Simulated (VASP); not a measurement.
# CuSi4 in VASP: single point with PBE

Aim: the single point of CuSi4 with PBE.

All numbers are computed with VASP 6.6.1; they aren't measurements. Logs are shortened: lines on timing, memory, paths and dates and some standing lists are left out, and cuts for length are marked.

### Step 1. The cell of the first run

The cell holds a slab with vacuum, 5 atoms: a = 3.868 Å, b = 3.868 Å, c = 19.437 Å, α = 90.00°, β = 90.00°, γ = 120.00°.

### Step 2. Single point, PBE, collinear spin

Contents of INCAR:

```
SYSTEM = CuSi4
PREC     = Accurate       ! precision mode
ENCUT    = 520            ! plane-wave cutoff, eV
EDIFF    = 1E-6           ! SCF threshold, eV
ISMEAR   = 0              ! smearing method
SIGMA    = 0.05           ! smearing width, eV
LREAL    = .FALSE.        ! projectors in reciprocal space
LASPH    = .TRUE.         ! aspherical terms in the spheres
NELM     = 200            ! most SCF steps
ALGO     = Normal         ! electronic algorithm
ISIF     = 2              ! what is computed and relaxed
LWAVE    = .FALSE.        ! write WAVECAR
LCHARG   = .FALSE.        ! write CHGCAR
ISPIN    = 2              ! spin polarisation
MAGMOM   = 0 0 0 0 1      ! initial moments
LORBIT   = 11             ! projections on sites
LMAXMIX  = 4              ! l up to which the mixer works
LDIPOL   = .TRUE.       
IDIPOL   = 3            
DIPOL    = 0.5 0.5 0.345
GGA      = PE             ! functional
NBANDS   = 26             ! bands
GGA_COMPAT= .FALSE.      
NELMDL   = -8
```

Contents of KPOINTS:

```
regular mesh
0
G
  9 9 1
  0 0 0
```

Contents of POSCAR:

```
CuSi4
1.0
    3.8675357018      0.0000000000      0.0000000000
   -1.9337678509      3.3493841678      0.0000000000
    0.0000000000      0.0000000000     19.4372967520
Si Cu
4 1
Direct
    0.3333333333      0.6666666667      0.2057899332
    0.0000000000      0.0000000000      0.2464055305
    0.0000000000      0.0000000000      0.3748662368
    0.6666666667      0.3333333333      0.4083539421
    0.8333333333      1.0000000000      0.4903551106
```

Potentials or basis: VASP PAW PBE potentials, release 64 (Si, Cu).

Command:

```
$ cat potpaw_PBE.64/Si/POTCAR potpaw_PBE.64/Cu/POTCAR > POTCAR
$ mpirun -np 1 vasp_std > vasp.out
```

OUTCAR:

```text
SYSTEM = CuSi4
   PREC = Accurate
   ENCUT = 520
   EDIFF = 1E-6
   ISMEAR = 0
   LREAL = .FALSE.
   LASPH = .TRUE.
   NELM = 200
   ISIF = 2
   ISPIN = 2
   LORBIT = 11
   GGA = PE
   NELMDL = -8

 ion  position               nearest neighbor table
   1  0.333  0.667  0.206-   2 2.37   2 2.37   2 2.37
   2  0.000  0.000  0.246-   1 2.37   1 2.37   1 2.37   3 2.50
   3  0.000  0.000  0.375-   4 2.33   4 2.33   4 2.33   5 2.34   2 2.50
   4  0.667  0.333  0.408-   3 2.33   3 2.33   3 2.33   5 2.33   5 2.82
   5  0.833  0.000  0.490-   4 2.33   3 2.34   4 2.82

  LATTYP: Found a hexagonal cell.
 ALAT       =     3.8675357018
 C/A-ratio  =     5.0257575497

  Lattice vectors:

 A1 = (   3.8675357018,   0.0000000000,   0.0000000000)
 A2 = (  -1.9337678509,   3.3493841678,   0.0000000000)
 A3 = (   0.0000000000,   0.0000000000,  19.4372967520)

Analysis of symmetry for initial positions (statically):
=====================================================================
 Subroutine PRICEL returns:
 Original cell was already a primitive cell.

 Routine SETGRP: Setting up the symmetry group for a
 hexagonal supercell.

 Subroutine GETGRP returns: Found  1 space group operations
 (whereof  1 operations were pure point group operations)
 out of a pool of 24 trial point group operations.

The static configuration has the point symmetry C_1 .

Analysis of symmetry for dynamics (positions and initial velocities):
=====================================================================
 Subroutine PRICEL returns:
 Original cell was already a primitive cell.

 Routine SETGRP: Setting up the symmetry group for a
 hexagonal supercell.

 Subroutine GETGRP returns: Found  1 space group operations
 (whereof  1 operations were pure point group operations)
 out of a pool of 24 trial point group operations.

The dynamic configuration has the point symmetry C_1 .

Analysis of structural, dynamic, and magnetic symmetry:
=====================================================================
 Subroutine PRICEL returns:
 Original cell was already a primitive cell.

 Routine SETGRP: Setting up the symmetry group for a
 hexagonal supercell.

 Subroutine GETGRP returns: Found  1 space group operations
 (whereof  1 operations were pure point group operations)
 out of a pool of 24 trial point group operations.

The overall configuration has the point symmetry C_1 .

[... 141 lines left out ...]
   NGX = 15   NGY = 15   NGZ = 73

 dipolmoment           0.000000      0.000000      0.121204 electrons x Angstroem

 number of electron      26.9999996 magnetization       0.9135812

 dipolmoment           0.000000      0.000000     -0.062182 electrons x Angstroem

 Free energy of the ion-electron system (eV)
  ---------------------------------------------------
  ext. energy  EPLUGINS =         0.00000000
  ---------------------------------------------------
  free energy    TOTEN  =       -22.38452318 eV

  energy without entropy =      -22.38134083  energy(sigma->0) =      -22.38293200

 E-fermi :  -0.4696     XC(G=0):  -4.5208

 val. band max:       -0.4734910941   @ k =   0.2222   0.1111   0.0000
 cond. band min:      -0.4619851852   @ k =  -0.4444   0.4444   0.0000
 fundamental gap:      0.0115059088
 Fermi energy:        -0.4696296107

 spin component 1

 k-point     1 :       0.0000    0.0000    0.0000
  band No.  band energies     occupation
      1     -12.2605      1.00000
      2     -10.9208      1.00000
      3      -6.3244      1.00000
      4      -4.0041      1.00000
      5      -3.8635      1.00000
      6      -3.3124      1.00000
[... 661 lines left out ...]
     24       5.8999      0.00000
     25       6.4417      0.00000

 [... further k-points ...]

 spin component 2

 k-point     1 :       0.0000    0.0000    0.0000
  band No.  band energies     occupation
      1     -12.1752      1.00000
      2     -10.7471      1.00000
      3      -6.1013      1.00000
      4      -3.8993      1.00000
      5      -3.8148      1.00000
      6      -3.2812      1.00000
[... 661 lines left out ...]
     24       6.0482      0.00000
     25       6.7108      0.00000

 [... further k-points ...]

 [bands above 25 left out]

------------------------ aborting loop because EDIFF is reached ----------------------------------------

 vacuum level on the upper side and lower side of the slab       (xc-potential included)        -0.533         0.418

  FORCE on cell =-STRESS in cart. coord.  units (eV):
  Direction    XX          YY          ZZ          XY          YZ          ZX
  --------------------------------------------------------------------------------------
  -------------------------------------------------------------------------------------
  Total       -0.3313258     -1.1801931     -0.6544644      0.0895220     -0.2389600     -0.3136882
  in kB       -2.1082916     -7.5098021     -4.1644865      0.5696463     -1.5205497     -1.9960600
  external PRESSURE =      -4.5941934 kB  Pullay stress =       0.0000000 kB

 VOLUME and BASIS-vectors are now :
 -----------------------------------------------------------------------------
  energy-cutoff  :      520.00
  volume of cell :      251.79
      direct lattice vectors                 reciprocal lattice vectors
     3.867535702  0.000000000  0.000000000     0.258562578  0.149281174  0.000000000
    -1.933767851  3.349384168  0.000000000     0.000000000  0.298562348  0.000000000
     0.000000000  0.000000000 19.437296752     0.000000000  0.000000000  0.051447483

 POSITION                                       TOTAL-FORCE (eV/Angst)
 -----------------------------------------------------------------------------------
     -0.00000      2.23292      4.00000        -0.013389      0.005499      0.594985
      0.00000      0.00000      4.78946         0.002830     -0.023716     -0.236806
      0.00000      0.00000      7.28639         0.378086     -0.001111     -1.400610
      1.93377      1.11646      7.93730        -0.297469      0.203063      1.014105
      3.22295      0.00000      9.53118        -0.070058     -0.183735      0.028326
 -----------------------------------------------------------------------------------
    total drift:                                0.000156     -0.000013     -0.000460

  FREE ENERGIE OF THE ION-ELECTRON SYSTEM (eV)
  ---------------------------------------------------
  free  energy   TOTEN  =       -22.3845231821 eV

  energy  without entropy=      -22.3813408276  energy(sigma->0) =      -22.38293200

 vacuum level on the upper side and lower side of the slab         3.299         4.277

 total charge

# of ion       s       p       d       tot
------------------------------------------
    1        0.795   0.841   0.000   1.636
    2        0.765   0.879   0.000   1.643
    3        0.757   0.918   0.000   1.675
    4        0.755   0.916   0.000   1.671
    5        0.411   0.188   9.273   9.872
--------------------------------------------------
tot          3.483   3.742   9.273  16.498

 magnetization (x)

# of ion       s       p       d       tot
------------------------------------------
    1        0.030   0.156   0.000   0.186
    2        0.001   0.012   0.000   0.013
    3        0.010   0.036   0.000   0.046
    4        0.006   0.013   0.000   0.020
    5        0.016   0.017   0.007   0.039
--------------------------------------------------
tot          0.063   0.234   0.007   0.304
```

OSZICAR:

```text
N       E                     dE             d eps       ncg     rms          rms(c)
DAV:   1     0.146154503875E+03    0.14615E+03   -0.90379E+03  4264   0.812E+02
DAV:   2    -0.125726558336E+02   -0.15873E+03   -0.14564E+03  4942   0.176E+02
DAV:   3    -0.245881082453E+02   -0.12015E+02   -0.11628E+02  5808   0.569E+01
[... 35 lines left out ...]
DAV:  39    -0.223845083400E+02   -0.93312E-05   -0.23637E-07  4476   0.245E-03    0.115E-03
DAV:  40    -0.223845171261E+02   -0.87861E-05   -0.87858E-07  4052   0.396E-03    0.679E-04
DAV:  41    -0.223845216308E+02   -0.45047E-05   -0.35294E-07  4078   0.378E-03    0.485E-04
DAV:  42    -0.223845227128E+02   -0.10820E-05   -0.77312E-08  3936   0.118E-03    0.327E-04
DAV:  43    -0.223845231821E+02   -0.46927E-06   -0.26889E-08  3738   0.848E-04
   1 F= -.22384523E+02 E0= -.22382932E+02  d E =-.318235E-02  mag=     0.9136
```

It took 51 min on 1 thread of Intel Xeon 8259CL, shared host; peak memory 0.71 GiB.

What came out:

| Property | Result |
| --- | --- |
| Free energy | -22.3845 eV |
| Largest force | 1.451 eV/Å |
| Net moment | 0.91 μB per cell |
| Site moments | Si +0.19, +0.01, +0.05, +0.02; Cu +0.04 μB |
| Valence electrons inside the program's atomic spheres | Si 1.64, 1.68, 1.67 (each value once); Cu 9.87 |

Forces on the atoms (eV/Å):
```
Si  -0.013  0.005  0.595
Si   0.003 -0.024 -0.237
Si   0.378 -0.001 -1.401
Si  -0.297  0.203  1.014
Cu  -0.070 -0.184  0.028
```
